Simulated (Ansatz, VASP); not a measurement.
# One calculation of HPbNO4, two programs

File INCAR:

```
SYSTEM = HPbNO4
PREC     = Accurate       ! precision mode
ENCUT    = 520            ! plane-wave cutoff, eV
EDIFF    = 1E-7           ! SCF threshold, eV
ISMEAR   = -1             ! smearing method
SIGMA    = 0.05           ! smearing width, eV
LREAL    = .FALSE.        ! projectors in reciprocal space
LASPH    = .TRUE.         ! aspherical terms in the spheres
NELM     = 100            ! most SCF steps
ALGO     = Normal         ! electronic algorithm
ISIF     = 2              ! what is computed and relaxed
LWAVE    = .FALSE.        ! write WAVECAR
LCHARG   = .FALSE.        ! write CHGCAR
GGA      = PE             ! functional
NBANDS   = 31             ! bands
```

Contents of KPOINTS:

```
Automatic mesh
0
G
  5 4 4
  0 0 0
```

The input POSCAR:

```
HPbNO4
1.0
    3.8540400000      0.1438400000      0.0901200000
   -0.2532000000      5.5269800000      0.1647100000
   -0.4819700000     -1.9272000000      5.7202500000
H Pb N O
1 1 1 4
Direct
    0.1091300000      0.6571800000      0.5446300000
    0.6102900000      0.5212700000      0.1510000000
    0.9158000000      0.9626300000      0.9586700000
    0.0138400000      0.1363900000      0.8808400000
    0.7239800000      0.0105700000      0.1285800000
    0.0038900000      0.7373200000      0.8704300000
    0.1192700000      0.5932400000      0.3765100000
```

input.yaml

```yaml
crystal:
  lattice:
    - [3.85404, 0.14384, 0.09012]
    - [-0.2532, 5.52698, 0.16471]
    - [-0.48197, -1.9272, 5.72025]
  atoms:
    - { symbol: H, position: [0.10913, 0.65718, 0.54463] }
    - { symbol: Pb, position: [0.61029, 0.52127, 0.151] }
    - { symbol: "N", position: [0.9158, 0.96263, 0.95867] }
    - { symbol: O, position: [0.01384, 0.13639, 0.88084] }
    - { symbol: O, position: [0.72398, 0.01057, 0.12858] }
    - { symbol: O, position: [0.00389, 0.73732, 0.87043] }
    - { symbol: O, position: [0.11927, 0.59324, 0.37651] }
kpoints:
  mp_grid: { grid: [5, 4, 4] }
  band_path:
    path: [[0.5, 0.0, 0.0], [0.0, 0.0, 0.0], [0.0, -0.5, 0.0]]
    npoints: 12
scf:
  occupations: { method: fermi_dirac, width: 0.05 }
hamiltonian:
  xc: pbe
  pseudopotentials: { kind: all_electron, lapw: { basis_error: 0.002 } }
output:
  forces: true
  stress: true
  eigenvalues: true
```

Alike in both runs: functional PBE; k mesh 5 × 4 × 4; occupations fermi-dirac, width 0.05 eV; no spin polarisation.

```csv
,VASP,Ansatz
version,VASP 6.6.1,Ansatz 0.2.0
potentials or method,"VASP PAW PBE potentials, release 64 (H, Pb_d, N, O), cutoff 520 eV","all-electron LAPW, scalar-relativistic"
task,single point,band structure
```

```tsv
	VASP	Ansatz	Ansatz less VASP
gap on the k mesh at the Fermi level (eV)	3.12	3.15	+0.029
least direct gap on the mesh (eV)	3.19	3.23	+0.032
pressure (GPa)	0.5	-0.1	-0.58
traceless stress, the component that is largest in VASP (GPa)	-0.42	0.08	+0.499
rms of the force components (eV/Å)	0.147	0.020	-0.1271
```

Atom by atom the forces differ by 0.167 eV/Å (rms over components). One of these differences is far larger than is usual between the two programs; its cause wasn't traced. Ansatz ran all-electron here, and VASP with PAW potentials.

Neither program's run includes spin-orbit coupling. Noted on VASP's run: the standard files for N, O and F lose accuracy on very short bonds.
